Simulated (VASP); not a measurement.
# BN (zincblende type) (F-43m) in VASP: further runs

The runs below take BN (zincblende type) through single point, relaxation of cell and atoms, with r2SCAN.

Everything below comes from runs of VASP 6.6.1. Logs are shortened: lines on timing, memory, paths and dates and some standing lists are left out, and cuts for length are marked.

**1. The cell of the first run**

Symmetry: F-43m, No. 216, cubic system. The conventional cell has a = 3.610 Å, b = 3.610 Å, c = 3.610 Å, α = 90.00°, β = 90.00°, γ = 90.00°. B (site symmetry -43m) has 4 N at 1.56 Å within 2.1 Å. N (site symmetry -43m) has 4 B at 1.56 Å within 2.1 Å.

**2. Single point, r2SCAN**

Contents of POSCAR:

```
BN
1.0
    0.0000000000      1.8048005125      1.8048005125
    1.8048005125      0.0000000000      1.8048005125
    1.8048005125      1.8048005125      0.0000000000
B N
1 1
Direct
    0.0000000000      0.0000000000      0.0000000000
    0.2500000000      0.2500000000      0.2500000000
```

Contents of INCAR.step1:

```
SYSTEM = BN
PREC = Accurate ; ENCUT = 520
ISMEAR = -1 ; SIGMA = 0.08
LREAL = .FALSE. ; LASPH = .TRUE.
NELM = 60 ; NBANDS = 11
GGA = PE ; ALGO = Normal
EDIFF = 1E-4 ; LWAVE = .TRUE.
LCHARG = .FALSE.
```

Contents of INCAR.step2:

```
SYSTEM = BN
PREC = Accurate ; ENCUT = 520
EDIFF = 1E-6 ; ISMEAR = -1
SIGMA = 0.08 ; LREAL = .FALSE.
LASPH = .TRUE. ; NELM = 60
ALGO = Normal ; ISIF = 2
LWAVE = .FALSE. ; LCHARG = .TRUE.
METAGGA = R2SCAN ; LMIXTAU = .TRUE.
LELF = .TRUE. ; LVHAR = .TRUE.
NBANDS = 11 ; ISTART = 1
```

Contents of KPOINTS:

```
regular mesh
0
G
  15 15 15
  0 0 0
```

Potentials or basis: VASP PAW PBE potentials, release 64 (B, N).

Command:

```console
cat potpaw_PBE.64/B/POTCAR potpaw_PBE.64/N/POTCAR > POTCAR
cp INCAR.step1 INCAR
mpirun -np 1 vasp_std > vasp.out
cp INCAR.step2 INCAR
mpirun -np 1 vasp_std > vasp.out
```

OUTCAR:

```text
SYSTEM = BN
   PREC = Accurate
   ENCUT = 520
   EDIFF = 1E-6
   ISMEAR = -1
   LREAL = .FALSE.
   LASPH = .TRUE.
   NELM = 60
   ISIF = 2
   METAGGA = R2SCAN
   ISTART = 1

 ion  position               nearest neighbor table
   1  0.000  0.000  0.000-   2 1.56   2 1.56   2 1.56   2 1.56
   2  0.250  0.250  0.250-   1 1.56   1 1.56   1 1.56   1 1.56

  LATTYP: Found a face centered cubic cell.
 ALAT       =     3.6096010250

  Lattice vectors:

 A1 = (   0.0000000000,   1.8048005125,   1.8048005125)
 A2 = (   1.8048005125,   0.0000000000,   1.8048005125)
 A3 = (   1.8048005125,   1.8048005125,   0.0000000000)

Analysis of symmetry for initial positions (statically):
=====================================================================
 Subroutine PRICEL returns:
 Original cell was already a primitive cell.

 Routine SETGRP: Setting up the symmetry group for a
 face centered cubic supercell.

 Subroutine GETGRP returns: Found 24 space group operations
 (whereof 24 operations were pure point group operations)
 out of a pool of 48 trial point group operations.

The static configuration has the point symmetry T_d .

Analysis of symmetry for dynamics (positions and initial velocities):
=====================================================================
 Subroutine PRICEL returns:
 Original cell was already a primitive cell.

 Routine SETGRP: Setting up the symmetry group for a
 face centered cubic supercell.

 Subroutine GETGRP returns: Found 24 space group operations
 (whereof 24 operations were pure point group operations)
 out of a pool of 48 trial point group operations.

The dynamic configuration has the point symmetry T_d .

 Subroutine INISYM returns: Found 24 space group operations
 (whereof 24 operations are pure point group operations),
 and found     1 'primitive' translations

----------------------------------------------------------------------------------------

                                     Primitive cell

  volume of cell :      11.7576

  direct lattice vectors                    reciprocal lattice vectors
     0.000000000  1.804800512  1.804800512    -0.277038928  0.277038928  0.277038928
     1.804800512  0.000000000  1.804800512     0.277038928 -0.277038928  0.277038928
     1.804800512  1.804800512  0.000000000     0.277038928  0.277038928 -0.277038928

  length of vectors
     2.552373362  2.552373362  2.552373362     0.479845500  0.479845500  0.479845500

  position of ions in fractional coordinates (direct lattice)
     0.000000000  0.000000000  0.000000000
     0.250000000  0.250000000  0.250000000

  ion indices of the primitive-cell ions
   primitive index   ion index
                 1           1
                 2           2

----------------------------------------------------------------------------------------

 KPOINTS: regular mesh

Automatic generation of k-mesh.
 Grid dimensions read from file:
 generate k-points for:   15   15   15

 Generating k-lattice:

  Cartesian coordinates                     Fractional coordinates (reciprocal lattice)
    -0.018469262  0.018469262  0.018469262     0.066666667  0.000000000  0.000000000
     0.018469262 -0.018469262  0.018469262     0.000000000  0.066666667  0.000000000
     0.018469262  0.018469262 -0.018469262     0.000000000  0.000000000  0.066666667

  Length of vectors
     0.031989700  0.031989700  0.031989700

  Shift w.r.t. Gamma in fractional coordinates (k-lattice)
     0.000000000  0.000000000  0.000000000

 Subroutine IBZKPT returns following result:
 ===========================================

 Found    120 irreducible k-points:

 Following reciprocal coordinates:
            Coordinates               Weight
  0.000000  0.000000  0.000000      1.000000
  0.066667  0.000000  0.000000      8.000000
  0.133333  0.000000  0.000000      8.000000
  0.200000  0.000000  0.000000      8.000000
  0.266667  0.000000  0.000000      8.000000
  0.333333  0.000000  0.000000      8.000000
[... 16 lines left out ...]
  0.133333  0.133333  0.000000      6.000000
  0.200000  0.133333  0.000000     24.000000
 [... further k-points ...]
   k-points           NKPTS =    120   k-points in BZ     NKDIM =    120   number of bands    NBANDS=     11
   number of dos      NEDOS =    301   number of ions     NIONS =      2
   total plane-waves  NPLWV =   8000
   dimension x,y,z NGX =    20 NGY =   20 NGZ =   20
   dimension x,y,z NGXF=    40 NGYF=   40 NGZF=   40
   ions per type =               1   1
   NGX,Y,Z   is equivalent  to a cutoff of  13.03, 13.03, 13.03 a.u.
   NGXF,Y,Z  is equivalent  to a cutoff of  26.05, 26.05, 26.05 a.u.
 SYSTEM =  BN
   PREC   = accura    normal or accurate (medium, high low for compatibility)
   ISTART =      1    job   : 0-new  1-cont  2-samecut
   ICHARG =      0    charge: 1-file 2-atom 10-const
   ISPIN  =      1    spin polarized calculation?
   LNONCOLLINEAR =      F non collinear calculations
   LSORBIT =      F    spin-orbit coupling
   LASPH  =      T    aspherical Exc in radial PAW
   ENCUT  =  520.0 eV  38.22 Ry    6.18 a.u.   4.75  4.75  4.75*2*pi/ulx,y,z
   NELM   =     60;   NELMIN=  2; NELMDL=  0     # of ELM steps
   EDIFF  = 0.1E-05   stopping-criterion for ELM
   LREAL  =      F    real-space projection
[... 7 lines left out ...]
   TEBEG  =    0.0;   TEEND  =   0.0 temperature during run
   PSTRESS=    0.0 pullay stress
   NELECT =       8.0000    total number of electrons
   NUPDOWN=      -1.0000    fix difference up-down
   EMIN   =  10.00;   EMAX   =-10.00  energy-range for DOS
   EFERMI =   0.00;   METHOD = LEGACY
   ISMEAR =    -1;   SIGMA  =   0.08  broadening in eV -4-tet -1-fermi 0-gaus
   EFERMI_NEDOS =   21; number of points for ismear=-14 and -15
   IALGO  =     38    algorithm
   IMIX   =      4    mixing-type and parameters
     AMIX     =   0.40;   BMIX     =  1.00
     AMIX_MAG =   1.60;   BMIX_MAG =  1.00
  volume/ion in A,a.u.               =       5.88        39.67
  Fermi-wavevector in a.u.,A,eV,Ry     =   1.439900  2.721016 28.209117  2.073312
  Thomas-Fermi vector in A             =   2.558704
   LORBIT       =      0    0 simple, 1 ext, 2 COOP (PROOUT), +10 PAW based schemes
   METAGGA = R2SCAN    functional components
   LHFCALC =     F    Hartree Fock is set to
   AEXX    =    0.0000 exact exchange contribution
   IVDW    =     0    specifies the selected vdW correction
   LEPSILON=     F    determine dielectric tensor
   LRPA    =     F    only Hartree local field effects (RPA)
 non-spin polarized calculation
  energy-cutoff  :      520.00
  volume of cell :       11.76
 maximum number of plane-waves:       331
   NGX =  9   NGY =  9   NGZ =  9

 number of electron       7.9999999 magnetization

 Free energy of the ion-electron system (eV)
  ---------------------------------------------------
  ext. energy  EPLUGINS =         0.00000000
  ---------------------------------------------------
  free energy    TOTEN  =       -19.17154778 eV

  energy without entropy =      -19.17154778  energy(sigma->0) =      -19.17154778

 E-fermi :   8.9129     XC(G=0): -13.6701

 val. band max:        7.2976974227   @ k =   0.0000   0.0000   0.0000
 cond. band min:      12.3381500393   @ k =   0.4667   0.4667   0.0000
 fundamental gap:      5.0404526165
 Fermi energy:         8.9129041614

 k-point     1 :       0.0000    0.0000    0.0000
  band No.  band energies     occupation
      1     -14.0456      2.00000
      2       7.2977      2.00000
      3       7.2977      2.00000
      4       7.2977      2.00000
      5      16.8460      0.00000
      6      16.8460      0.00000
      7      16.8460      0.00000
      8      18.4371      0.00000
      9      33.5187      0.00000
     10      36.0965      0.00000
     11      36.0965      0.00000

 k-point     2 :       0.0667    0.0000    0.0000
  band No.  band energies     occupation
      1     -13.9331      2.00000
      2       6.6678      2.00000
      3       7.1755      2.00000
      4       7.1755      2.00000
      5      17.0078      0.00000
      6      17.0353      0.00000
      7      17.0353      0.00000
      8      18.8174      0.00000
      9      33.3862      0.00000
     10      34.4152      0.00000
     11      34.4152      0.00000

 k-point     3 :       0.1333    0.0000    0.0000
  band No.  band energies     occupation
      1     -13.5983      2.00000
      2       5.1055      2.00000
      3       6.8562      2.00000
      4       6.8562      2.00000
      5      17.2715      0.00000
      6      17.5181      0.00000
      7      17.5181      0.00000
      8      19.8334      0.00000
      9      32.8789      0.00000
     10      32.8789      0.00000
     11      32.9890      0.00000

 k-point     4 :       0.2000    0.0000    0.0000
  band No.  band energies     occupation
      1     -13.0507      2.00000
      2       3.1225      2.00000
      3       6.4409      2.00000
      4       6.4409      2.00000
      5      17.5133      0.00000
      6      18.0886      0.00000
      7      18.0886      0.00000
      8      21.0591      0.00000
      9      32.0514      0.00000
     10      32.0514      0.00000
     11      32.4703      0.00000

 k-point     5 :       0.2667    0.0000    0.0000
  band No.  band energies     occupation
      1     -12.3116      2.00000
      2       1.0438      2.00000
      3       6.0246      2.00000
      4       6.0246      2.00000
      5      17.7365      0.00000
      6      18.5346      0.00000
      7      18.5346      0.00000
      8      22.1476      0.00000
      9      32.0562      0.00000
     10      32.0562      0.00000
     11      32.0736      0.00000
[... 211 lines left out ...]
 k-point    21 :      -0.1333    0.0667    0.0000
  band No.  band energies     occupation
      1     -13.3406      2.00000
      2       4.4062      2.00000
      3       5.9743      2.00000
      4       6.9522      2.00000
      5      17.4866      0.00000
      6      17.4920      0.00000
      7      18.2194      0.00000
      8      20.3738      0.00000
      9      31.1872      0.00000
     10      31.7216      0.00000
     11      34.8474      0.00000

 k-point    22 :      -0.0667    0.0667    0.0000
  band No.  band energies     occupation
      1     -13.7464      2.00000
      2       5.9728      2.00000
      3       6.5561      2.00000
      4       7.1841      2.00000
      5      17.0982      0.00000
      6      17.1296      0.00000
      7      17.6456      0.00000
      8      19.3741      0.00000
      9      32.5040      0.00000
     10      32.6276      0.00000
     11      34.9377      0.00000

 k-point    23 :       0.1333    0.1333    0.0000
  band No.  band energies     occupation
      1     -13.4497      2.00000
      2       5.8090      2.00000
      3       6.0140      2.00000
      4       6.0140      2.00000
      5      16.0768      0.00000
      6      18.6612      0.00000
      7      18.6612      0.00000
      8      19.7426      0.00000
      9      28.8466      0.00000
     10      34.8111      0.00000
     11      36.9473      0.00000

 k-point    24 :       0.2000    0.1333    0.0000
  band No.  band energies     occupation
      1     -13.0477      2.00000
      2       4.3310      2.00000
      3       5.4984      2.00000
      4       5.8986      2.00000
      5      16.0056      0.00000
      6      19.2157      0.00000
      7      19.4434      0.00000
      8      20.3695      0.00000
      9      27.8473      0.00000
     10      35.0695      0.00000
     11      36.2303      0.00000

 [... further k-points ...]

------------------------ aborting loop because EDIFF is reached ----------------------------------------

  FORCE on cell =-STRESS in cart. coord.  units (eV):
  Direction    XX          YY          ZZ          XY          YZ          ZX
  --------------------------------------------------------------------------------------
  -------------------------------------------------------------------------------------
  Total        0.0851820      0.0851820      0.0851820     -0.0000000      0.0000000      0.0000000
  in kB       11.6075601     11.6075601     11.6075601     -0.0000000      0.0000000      0.0000000
  external PRESSURE =      11.6075601 kB  Pullay stress =       0.0000000 kB

 VOLUME and BASIS-vectors are now :
 -----------------------------------------------------------------------------
  energy-cutoff  :      520.00
  volume of cell :       11.76
      direct lattice vectors                 reciprocal lattice vectors
     0.000000000  1.804800512  1.804800512    -0.277038928  0.277038928  0.277038928
     1.804800512  0.000000000  1.804800512     0.277038928 -0.277038928  0.277038928
     1.804800512  1.804800512  0.000000000     0.277038928  0.277038928 -0.277038928

 POSITION                                       TOTAL-FORCE (eV/Angst)
 -----------------------------------------------------------------------------------
      0.00000      0.00000      0.00000        -0.000000     -0.000000     -0.000000
      0.90240      0.90240      0.90240         0.000000      0.000000      0.000000
 -----------------------------------------------------------------------------------
    total drift:                                0.000000      0.000000      0.000000

  FREE ENERGIE OF THE ION-ELECTRON SYSTEM (eV)
  ---------------------------------------------------
  free  energy   TOTEN  =       -19.1715477768 eV

  energy  without entropy=      -19.1715477768  energy(sigma->0) =      -19.17154778
```

Wall time 1.9 min (1 thread of Intel Xeon 8259CL, shared host); peak memory 0.13 GiB.

What came out:

* Free energy: -19.1715 eV
* Pressure: 1.2 GPa
* Band gap on the k mesh: 5.04 eV (least direct gap 9.55 eV)

Caveat: the PAW data sets were made with another functional, which shifts forces and pressure a little; an odd mesh through Γ misses points on the zone boundary, where band edges can lie.

**3. Relaxation of cell and atoms, r2SCAN**

This run uses another cell than the first one, of 10.00 Å³/atom.

Contents of POSCAR:

```
BN
1.0
    0.0000000000      2.1544346900      2.1544346900
    2.1544346900      0.0000000000      2.1544346900
    2.1544346900      2.1544346900      0.0000000000
B N
1 1
Direct
    0.0000000000      0.0000000000      0.0000000000
    0.2500000000      0.2500000000      0.2500000000
```

Contents of INCAR.step1:

```
SYSTEM = BN
PREC = Accurate
ENCUT = 600
ISMEAR = -1
SIGMA = 0.08
LREAL = .False.
LASPH = .True.
NELM = 60
GGA = PE
ALGO = Normal
EDIFF = 1E-4
LWAVE = .True.
LCHARG = .False.
```

Contents of INCAR.step2:

```
SYSTEM = BN
PREC = Accurate
ENCUT = 600
EDIFF = 1E-6
ISMEAR = -1
SIGMA = 0.08
LREAL = .False.
LASPH = .True.
NELM = 60
ALGO = Normal
ISIF = 3
LWAVE = .False.
LCHARG = .False.
METAGGA = R2SCAN
LMIXTAU = .True.
IBRION = 2
NSW = 60
EDIFFG = -0.005
ISTART = 1
```

Contents of KPOINTS:

```
Automatic mesh
0
Gamma
  15 15 15
  0 0 0
```

Potentials or basis: VASP PAW PBE potentials, release 64 (B, N).

Command:

```console
cat potpaw_PBE.64/B/POTCAR potpaw_PBE.64/N/POTCAR > POTCAR
cp INCAR.step1 INCAR
mpirun -np 1 vasp_std > vasp.out
cp INCAR.step2 INCAR
mpirun -np 1 vasp_std > vasp.out
```

It took 6.5 min on 1 thread of Intel Xeon 8259CL, shared host; peak memory 0.16 GiB.

Results (log left out):

```yaml
Free_energy: -19.1823 eV
Relaxed_volume: 5.90 Å³/atom
Relaxed_cell: a = 2.556 Å, b = 2.556 Å, c = 2.556 Å, α = 60.00°, β = 60.00°, γ = 60.00°
Space_group_after_relaxing_to_0.1_Å: F-43m (No. 216)
Energy_gained_by_relaxing: 1476.7 meV/atom
Ionic_steps: 6
Pressure_after_relaxing: 0.0 GPa
Band_gap_on_the_k_mesh: 5.04 eV (least direct gap 9.53 eV)
```

The path:
| step | energy change (eV) | largest force (eV/Å) | pressure (GPa) | volume (Å³) |
| --- | --- | --- | --- | --- |
| 1 | 0.0000 | 0.0000 | -74.91 | 20.00 |
| 2 | -2.0167 | 0.0000 | 143.52 | 9.29 |
| 3 | -2.9522 | 0.0000 | -3.47 | 11.91 |
| 4 | -2.9533 | 0.0000 | 0.92 | 11.77 |
| 5 | -2.9533 | 0.0000 | -0.89 | 11.83 |
| 6 | -2.9534 | 0.0000 | 0.01 | 11.80 |

Final structure:
```yaml
crystal:
  lattice:
    - [0.00000, 1.80702, 1.80702]
    - [1.80702, 0.00000, 1.80702]
    - [1.80702, 1.80702, 0.00000]
  atoms:
    - { symbol: B, position: [0.00000, 0.00000, 0.00000] }
    - { symbol: N, position: [0.25000, 0.25000, 0.25000] }
```

Levels at points of the mesh, in eV from the valence-band top:
```
           k point  band 2  band 3  band 4  band 5  band 6  band 7
(0.00, 0.00, 0.00)    0.00    0.00    0.00    9.53    9.53    9.53
```

Caveat: the volume moved by over 15 % at a fixed basis, so the end points are rough; the PAW data sets were made with another functional, which shifts forces and pressure a little; an odd mesh through Γ misses points on the zone boundary, where band edges can lie.
